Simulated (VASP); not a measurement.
# Be16H (a cell with a defect) in VASP: notebook

Runs on Be16H (a cell with a defect). Level: PBE. Tasks: single point.

Everything below comes from runs of VASP 6.6.1. Logs are shortened: lines on timing, memory, paths and dates and some standing lists are left out, and cuts for length are marked.

**1. The cell of the first run**

The cell holds a defect, 17 atoms: a = 4.580 Å, b = 3.966 Å, c = 7.177 Å, α = 90.00°, β = 90.00°, γ = 90.00°.

**2. Single point, PBE**

The input, INCAR:

```
SYSTEM = Be16H
PREC     = Accurate       ! precision mode
ENCUT    = 520            ! plane-wave cutoff, eV
EDIFF    = 1E-6           ! SCF threshold, eV
ISMEAR   = 0              ! smearing method
SIGMA    = 0.1            ! smearing width, eV
LREAL    = Auto         
LASPH    = .True.         ! aspherical terms in the spheres
NELM     = 100            ! most SCF steps
ALGO     = Normal         ! electronic algorithm
ISIF     = 2              ! what is computed and relaxed
LWAVE    = .False.        ! write WAVECAR
LCHARG   = .True.         ! write CHGCAR
GGA      = PE             ! functional
LELF     = .True.         ! ELF
LVHAR    = .True.       
NBANDS   = 30             ! bands
```

The input, KPOINTS:

```
regular mesh
0
Gamma
  5 6 4
  0 0 0
```

The input, POSCAR:

```
Be16H
1.0
   -2.2900000000     -3.9663960000      0.0000000000
    3.4350000000     -1.9831980000      0.0000000000
    0.0000000000      0.0000000000      7.1768600000
Be H
16 1
Direct
    0.7485063958      0.5035958214     -0.0005609696
    0.4943295613      0.3389143218      0.2390454879
    0.7743246675      0.5255797637      0.5033261064
    0.4972091491      0.3361603934      0.7554234024
    0.4952695296     -0.0007195858     -0.0001580078
    0.2449181555      0.8332065723      0.2486641790
    0.4929472332     -0.0352506073      0.5035185304
    0.2454082992      0.8345659404      0.7489482866
    0.2429065540      0.5054701627     -0.0030549572
    0.0024942490      0.3361877235      0.2453327778
    0.2399030194      0.5002226825      0.4979160803
   -0.0013215433      0.3364493933      0.7491468414
   -0.0030437706      0.0046741675     -0.0013791547
    0.7516394943      0.8343660675      0.2470407671
    0.0026331567      0.0113865877      0.4992854814
    0.7475882433      0.8387170530      0.7504825230
    0.5523618078      0.2983803609      0.4387918951
```

Potentials or basis: VASP PAW PBE potentials, release 64 (Be, H).

On the command line:

```
cat potpaw_PBE.64/Be/POTCAR potpaw_PBE.64/H/POTCAR > POTCAR
mpirun -np 1 vasp_std > vasp.out
```

OUTCAR:

```text
SYSTEM = Be16H
   PREC = Accurate
   ENCUT = 520
   EDIFF = 1E-6
   ISMEAR = 0
   LREAL = Auto
   LASPH = .True.
   NELM = 100
   ISIF = 2
   GGA = PE

 ion  position               nearest neighbor table
   1  0.749  0.504  0.999-   2 2.18   4 2.20  14 2.21  10 2.22  16 2.23  12 2.23   9 2.26   5 2.28
                            13 2.28  13 2.29   5 2.31   9 2.32
   2  0.494  0.339  0.239-  17 1.47   1 2.18   5 2.18   9 2.19  10 2.25   6 2.27  11 2.28  14 2.29
                             6 2.31  14 2.32  10 2.33
   3  0.774  0.526  0.503-  17 1.44  11 2.14   7 2.17  16 2.17  12 2.18  15 2.19  14 2.21  10 2.25
                            15 2.29   4 2.33
   4  0.497  0.336  0.755-   9 2.19   1 2.20   5 2.21  16 2.28  12 2.28  11 2.29   8 2.29  12 2.30
                            16 2.30   8 2.30   7 2.33   3 2.33
   5  0.495  0.999  1.000-   2 2.18   4 2.21   6 2.22  16 2.22  14 2.23   8 2.23   9 2.27  13 2.28
                             1 2.28  13 2.30   1 2.31   9 2.32
   6  0.245  0.833  0.249-   7 2.22   5 2.22  11 2.22   9 2.23  15 2.23  13 2.23  14 2.26  10 2.26
                             2 2.27  10 2.28   2 2.31  14 2.32
   7  0.493  0.965  0.504-  17 1.43   8 2.16   3 2.17  11 2.18  16 2.18   6 2.22  14 2.25  15 2.25
                             4 2.33  15 2.34
   8  0.245  0.835  0.749-   7 2.16   9 2.21  15 2.22  13 2.23   5 2.23  11 2.24  12 2.28  16 2.28
                            12 2.29   4 2.29  16 2.30   4 2.30
   9  0.243  0.505  0.997-   2 2.19   4 2.19  10 2.20  12 2.21   8 2.21   6 2.23   1 2.26   5 2.27
                            13 2.28  13 2.28   1 2.32   5 2.32
  10  0.002  0.336  0.245-   9 2.20  13 2.21  11 2.21   1 2.22  15 2.23   2 2.25   3 2.25   6 2.26
                             6 2.28  14 2.29  14 2.30   2 2.33
  11  0.240  0.500  0.498-   3 2.14   7 2.18  10 2.21  12 2.21  15 2.22   6 2.22   8 2.24   2 2.28
                             4 2.29  15 2.30
  12  0.999  0.336  0.749-   3 2.18   9 2.21  15 2.21  11 2.21  13 2.22   1 2.23   8 2.28   4 2.28
                            16 2.28   8 2.29   4 2.30  16 2.30
  13  0.997  0.005  0.999-  10 2.21  14 2.21  16 2.22  12 2.22   8 2.23   6 2.23   9 2.28   5 2.28
                             1 2.28   9 2.28   1 2.29   5 2.30
  14  0.752  0.834  0.247-   1 2.21   3 2.21  13 2.21   5 2.23   7 2.25  15 2.26   6 2.26  10 2.29
                             2 2.29  10 2.30   6 2.32   2 2.32
  15  0.003  0.011  0.499-   3 2.19  12 2.21   8 2.22  11 2.22   6 2.23  10 2.23   7 2.25  16 2.25
                            14 2.26   3 2.29  11 2.30   7 2.34
  16  0.748  0.839  0.750-   3 2.17   7 2.18  13 2.22   5 2.22   1 2.23  15 2.25   8 2.28   4 2.28
                            12 2.28   4 2.30   8 2.30  12 2.30
  17  0.552  0.298  0.439-   7 1.43   3 1.44   2 1.47

  LATTYP: Found a simple orthorhombic cell.
 ALAT       =     3.9663962620
 B/A-ratio  =     1.1547004875
 C/A-ratio  =     1.8094157835

  Lattice vectors:

 A1 = (  -3.4350000000,   1.9831980000,   0.0000000000)
 A2 = (  -2.2900000000,  -3.9663960000,   0.0000000000)
 A3 = (   0.0000000000,   0.0000000000,   7.1768600000)

Analysis of symmetry for initial positions (statically):
=====================================================================
 Subroutine PRICEL returns:
 Original cell was already a primitive cell.

 Routine SETGRP: Setting up the symmetry group for a
 simple orthorhombic supercell.

 Subroutine GETGRP returns: Found  1 space group operations
 (whereof  1 operations were pure point group operations)
 out of a pool of  8 trial point group operations.

The static configuration has the point symmetry C_1 .

Analysis of symmetry for dynamics (positions and initial velocities):
=====================================================================
 Subroutine PRICEL returns:
 Original cell was already a primitive cell.

 Routine SETGRP: Setting up the symmetry group for a
 simple orthorhombic supercell.

 Subroutine GETGRP returns: Found  1 space group operations
 (whereof  1 operations were pure point group operations)
 out of a pool of  8 trial point group operations.

The dynamic configuration has the point symmetry C_1 .

 Subroutine INISYM returns: Found  1 space group operations
 (whereof  1 operations are pure point group operations),
 and found     1 'primitive' translations

----------------------------------------------------------------------------------------

                                     Primitive cell

  volume of cell :     130.3755

  direct lattice vectors                    reciprocal lattice vectors
    -2.290000000 -3.966396000  0.000000000    -0.109170306 -0.189088533  0.000000000
     3.435000000 -1.983198000  0.000000000     0.218340611 -0.126059022  0.000000000
     0.000000000  0.000000000  7.176860000     0.000000000  0.000000000  0.139336702

  length of vectors
     4.579999697  3.966396262  7.176860000     0.218340626  0.252118027  0.139336702

  position of ions in fractional coordinates (direct lattice)
     0.748506396  0.503595821  0.999439030
     0.494329561  0.338914322  0.239045488
     0.774324667  0.525579764  0.503326106
     0.497209149  0.336160393  0.755423402
     0.495269530  0.999280414  0.999841992
     0.244918156  0.833206572  0.248664179
[... 9 lines left out ...]
     0.747588243  0.838717053  0.750482523
     0.552361808  0.298380361  0.438791895

  ion indices of the primitive-cell ions
   primitive index   ion index
                 1           1
                 2           2
                 3           3
                 4           4
                 5           5
                 6           6
[... 9 lines left out ...]
                16          16
                17          17

----------------------------------------------------------------------------------------

 KPOINTS: regular mesh

Automatic generation of k-mesh.
 Grid dimensions read from file:
 generate k-points for:    5    6    4

 Generating k-lattice:

  Cartesian coordinates                     Fractional coordinates (reciprocal lattice)
    -0.021834061 -0.037817707  0.000000000     0.200000000  0.000000000  0.000000000
     0.036390102 -0.021009837  0.000000000    -0.000000000  0.166666667  0.000000000
     0.000000000  0.000000000  0.034834175     0.000000000  0.000000000  0.250000000

  Length of vectors
     0.043668125  0.042019671  0.034834175

  Shift w.r.t. Gamma in fractional coordinates (k-lattice)
     0.000000000  0.000000000  0.000000000

 Subroutine IBZKPT returns following result:
 ===========================================

 Found     62 irreducible k-points:

 Following reciprocal coordinates:
            Coordinates               Weight
  0.000000  0.000000  0.000000      1.000000
  0.200000  0.000000  0.000000      2.000000
  0.400000  0.000000  0.000000      2.000000
  0.000000  0.166667  0.000000      2.000000
  0.200000  0.166667  0.000000      2.000000
 -0.200000  0.166667  0.000000      2.000000
[... 16 lines left out ...]
  0.000000  0.166667 -0.250000      2.000000
  0.200000  0.166667  0.250000      2.000000
 [... further k-points ...]
   k-points           NKPTS =     62   k-points in BZ     NKDIM =     62   number of bands    NBANDS=     30
   number of dos      NEDOS =    301   number of ions     NIONS =     17
   total plane-waves  NPLWV =  58320
   dimension x,y,z NGX =    36 NGY =   30 NGZ =   54
   dimension x,y,z NGXF=    72 NGYF=   60 NGZF=  108
   ions per type =              16   1
   NGX,Y,Z   is equivalent  to a cutoff of  13.07, 12.57, 12.51 a.u.
   NGXF,Y,Z  is equivalent  to a cutoff of  26.13, 25.15, 25.02 a.u.
 SYSTEM =  Be16H
   PREC   = accura    normal or accurate (medium, high low for compatibility)
   ISTART =      0    job   : 0-new  1-cont  2-samecut
   ICHARG =      2    charge: 1-file 2-atom 10-const
   ISPIN  =      1    spin polarized calculation?
   LNONCOLLINEAR =      F non collinear calculations
   LSORBIT =      F    spin-orbit coupling
   LASPH  =      T    aspherical Exc in radial PAW
   ENCUT  =  520.0 eV  38.22 Ry    6.18 a.u.   8.52  7.37 13.34*2*pi/ulx,y,z
   NELM   =    100;   NELMIN=  2; NELMDL= -5     # of ELM steps
   EDIFF  = 0.1E-05   stopping-criterion for ELM
   LREAL  =      T    real-space projection
   EDIFFG = 0.1E-04   stopping-criterion for IOM
   NSW    =      0    number of steps for IOM
   IBRION =     -1    ionic relax: 0-MD 1-quasi-New 2-CG
   NFREE  =      0    steps in history (QN), initial steepest desc. (CG)
   ISIF   =      2    stress and relaxation
   ISYM   =      2    0-nonsym 1-usesym 2-fastsym
   POTIM  = 0.5000    time-step for ionic-motion
   TEBEG  =    0.0;   TEEND  =   0.0 temperature during run
   PSTRESS=    0.0 pullay stress
   NELECT =      33.0000    total number of electrons
   NUPDOWN=      -1.0000    fix difference up-down
   EMIN   =  10.00;   EMAX   =-10.00  energy-range for DOS
   EFERMI =   0.00;   METHOD = LEGACY
   ISMEAR =     0;   SIGMA  =   0.10  broadening in eV -4-tet -1-fermi 0-gaus
   EFERMI_NEDOS =   21; number of points for ismear=-14 and -15
   IALGO  =     38    algorithm
   IMIX   =      4    mixing-type and parameters
     AMIX     =   0.40;   BMIX     =  1.00
     AMIX_MAG =   1.60;   BMIX_MAG =  1.00
  volume/ion in A,a.u.               =       7.67        51.75
  Fermi-wavevector in a.u.,A,eV,Ry     =   1.035573  1.956950 14.591049  1.072412
  Thomas-Fermi vector in A             =   2.169923
   LORBIT       =      0    0 simple, 1 ext, 2 COOP (PROOUT), +10 PAW based schemes
   GGA     = PE    functional components
   LHFCALC =     F    Hartree Fock is set to
   AEXX    =    0.0000 exact exchange contribution
   IVDW    =     0    specifies the selected vdW correction
   LEPSILON=     F    determine dielectric tensor
   LRPA    =     F    only Hartree local field effects (RPA)
 non-spin polarized calculation
 Gauss-broadening in eV      SIGMA  =   0.10
  energy-cutoff  :      520.00
  volume of cell :      130.38
 maximum number of plane-waves:      3532
 NGX is ok and might be reduce to    36
   NGX = 17   NGY = 15   NGZ = 27

 number of electron      33.0000000 magnetization

 Free energy of the ion-electron system (eV)
  ---------------------------------------------------
  ext. energy  EPLUGINS =         0.00000000
  ---------------------------------------------------
  free energy    TOTEN  =       -61.74193159 eV

  energy without entropy =      -61.73554049  energy(sigma->0) =      -61.73873604

 E-fermi :   7.3689     XC(G=0): -10.5786

 val. band max:        7.3386683367   @ k =   0.4000   0.1667   0.5000
 cond. band min:       7.3936416449   @ k =   0.4000   0.0000   0.0000
 fundamental gap:      0.0549733081
 Fermi energy:         7.3689027818

 k-point     1 :       0.0000    0.0000    0.0000
  band No.  band energies     occupation
      1      -5.0727      2.00000
      2      -2.9764      2.00000
      3      -2.1915      2.00000
      4      -0.1800      2.00000
      5       0.9738      2.00000
      6       1.4745      2.00000
[... 20 lines left out ...]
     27      10.3912      0.00000
     28      10.4221      0.00000

 k-point     2 :       0.2000    0.0000    0.0000
  band No.  band energies     occupation
      1      -4.9011      2.00000
      2      -2.8461      2.00000
      3      -1.9751      2.00000
      4      -1.2292      2.00000
      5       0.4125      2.00000
      6       1.2057      2.00000
[... 674 lines left out ...]
 k-point    24 :       0.2000    0.1667    0.2500
  band No.  band energies     occupation
      1      -4.6823      2.00000
      2      -3.0686      2.00000
      3      -1.5043      2.00000
      4      -0.6180      2.00000
      5       0.0824      2.00000
      6       0.6480      2.00000
[... 20 lines left out ...]
     27      11.9204      0.00000
     28      12.2974      0.00000

 [... further k-points ...]

 [bands above 28 left out]

------------------------ aborting loop because EDIFF is reached ----------------------------------------

  FORCE on cell =-STRESS in cart. coord.  units (eV):
  Direction    XX          YY          ZZ          XY          YZ          ZX
  --------------------------------------------------------------------------------------
  -------------------------------------------------------------------------------------
  Total        0.7670344      1.5911352     -0.0052225     -0.1023987     -0.0420987     -0.0125563
  in kB        9.4260421     19.5533712     -0.0641792     -1.2583724     -0.5173487     -0.1543037
  external PRESSURE =       9.6384114 kB  Pullay stress =       0.0000000 kB

 VOLUME and BASIS-vectors are now :
 -----------------------------------------------------------------------------
  energy-cutoff  :      520.00
  volume of cell :      130.38
      direct lattice vectors                 reciprocal lattice vectors
    -2.290000000 -3.966396000  0.000000000    -0.109170306 -0.189088533  0.000000000
     3.435000000 -1.983198000  0.000000000     0.218340611 -0.126059022  0.000000000
     0.000000000  0.000000000  7.176860000     0.000000000  0.000000000  0.139336702

 POSITION                                       TOTAL-FORCE (eV/Angst)
 -----------------------------------------------------------------------------------
      0.01577     -3.96760      7.17283        -0.017640     -0.027325     -0.011548
      0.03216     -2.63284      1.71560        -0.080778     -0.031445     -0.020909
      0.03216     -4.11361      3.61230        -0.074956     -0.074868     -0.033065
      0.01610     -2.63880      5.42157        -0.037554     -0.024628      0.009155
      2.29836     -3.94621      7.17573        -0.035950     -0.014310     -0.025821
      2.30120     -2.62386      1.78463        -0.022738     -0.018056     -0.021224
[... 9 lines left out ...]
      1.16902     -4.62857      5.38611        -0.029309     -0.011603     -0.031120
     -0.23997     -2.78263      3.14915         0.594154      0.330867      0.315423
 -----------------------------------------------------------------------------------
    total drift:                                0.000714     -0.001704      0.000425

  FREE ENERGIE OF THE ION-ELECTRON SYSTEM (eV)
  ---------------------------------------------------
  free  energy   TOTEN  =       -61.7419315853 eV

  energy  without entropy=      -61.7355404915  energy(sigma->0) =      -61.73873604
```

Wall time 9.3 min (1 thread of Intel Xeon 8259CL, shared host); peak memory 0.32 GiB.

What came out:

- Free energy: -61.7419 eV
- Pressure: 1.0 GPa
- Largest force: 0.750 eV/Å
- Band gap on the k mesh: zero (an odd number of electrons rules out a gap without spin polarisation)

Forces in eV/Å, atoms in the order of the input:
```
Be  -0.018 -0.027 -0.012
Be  -0.081 -0.031 -0.021
Be  -0.075 -0.075 -0.033
Be  -0.038 -0.025  0.009
Be  -0.036 -0.014 -0.026
Be  -0.023 -0.018 -0.021
Be  -0.076 -0.030 -0.042
Be  -0.033 -0.018 -0.037
Be  -0.035 -0.013  0.002
Be  -0.014  0.018 -0.004
Be  -0.080 -0.043 -0.033
Be  -0.034 -0.015 -0.018
Be  -0.021 -0.016 -0.019
Be   0.003 -0.018 -0.001
Be  -0.006  0.007 -0.029
Be  -0.029 -0.012 -0.031
H    0.594  0.331  0.315
```

Stress tensor (GPa, compression positive):
```
 0.94 -0.13 -0.02
-0.13  1.96 -0.05
-0.02 -0.05 -0.01
```

[end of part 1 of 2]

The gap in the log of VASP goes by the Fermi energy; the results here count the filled bands.